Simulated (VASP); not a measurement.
Set up this calculation in VASP 6.6.1, as the native input.

```
Task                   : single point
Functional             : LDA
Potentials or basis    : VASP PAW LDA potentials, release 64 (Cr_pv, O)
Cutoff                 : 520 eV
k mesh                 : 5 × 5 × 7
Occupations            : fermi-dirac, width 0.1 eV
Spin                   : collinear spin, ferromagnetic start
Starting moments       : [3.0, 3.0, 0.0, 0.0, 0.0, 0.0] μB
Hubbard terms          : Cr d U = 6.0 eV
Dipole correction      : no
Further INCAR settings : ALGO = Normal; EDIFF = 1e-06; NBANDS = 37
```

The structure of CrO2 lies in POSCAR:

```
CrO2
1.0
    4.4713430000      0.0000000000      0.0000000000
    0.0000000000      4.4713430000      0.0000000000
    0.0000000000      0.0000000000      2.9951760000
Cr O
2 4
Direct
    0.0000000000      0.5000000000      0.2384510000
    0.5000000000      0.0000000000      0.7615490000
    0.7017070000      0.2017070000      0.2536240000
    0.2982930000      0.7982930000      0.2536240000
    0.2017070000      0.2982930000      0.7463760000
    0.7982930000      0.7017070000      0.7463760000
```

One way to write it, as run:

INCAR

```
SYSTEM = CrO2
PREC = Accurate ; ENCUT = 520
EDIFF = 1E-6 ; ISMEAR = -1
SIGMA = 0.1 ; LREAL = .False.
LASPH = .True. ; NELM = 150
ALGO = Normal ; ISIF = 2
LWAVE = .False. ; LCHARG = .False.
ISPIN = 2 ; MAGMOM = 3 3 0 0 0 0
LORBIT = 11 ; LMAXMIX = 4
LDAU = .True. ; LDAUTYPE = 2
LDAUL = 2 -1 ; LDAUU = 6 0
LDAUJ = 0 0 ; LDAUPRINT = 1
NBANDS = 37
```

KPOINTS

```
regular mesh
0
Gamma
  5 5 7
  0 0 0
```

Potentials or basis: VASP PAW LDA potentials, release 64 (Cr_pv, O).

Run with:

```sh
$ cat potpaw_LDA.64/Cr_pv/POTCAR potpaw_LDA.64/O/POTCAR > POTCAR
$ mpirun -np 1 vasp_std > vasp.out
```

It gave:

```
Pressure                                              : -10.4 GPa
Largest force                                         : 0.361 eV/Å
Band gap on the k mesh                                : zero (filled and empty bands overlap)
Net moment                                            : 4.00 μB per cell
Site moments                                          : Cr +2.53; O -0.25 μB
Valence electrons inside the program's atomic spheres : Cr 10.70; O 4.99
```

Caveat: the cell stands under tension; the run started ferromagnetic, and an antiferromagnetic order may lie lower in energy.

Run time: 2 min on 1 thread of Intel(R) Xeon(R) Platinum 8259CL CPU @ 2.50GHz (Skylake/Cascade Lake) (shared host), peak memory 0.2 GiB.
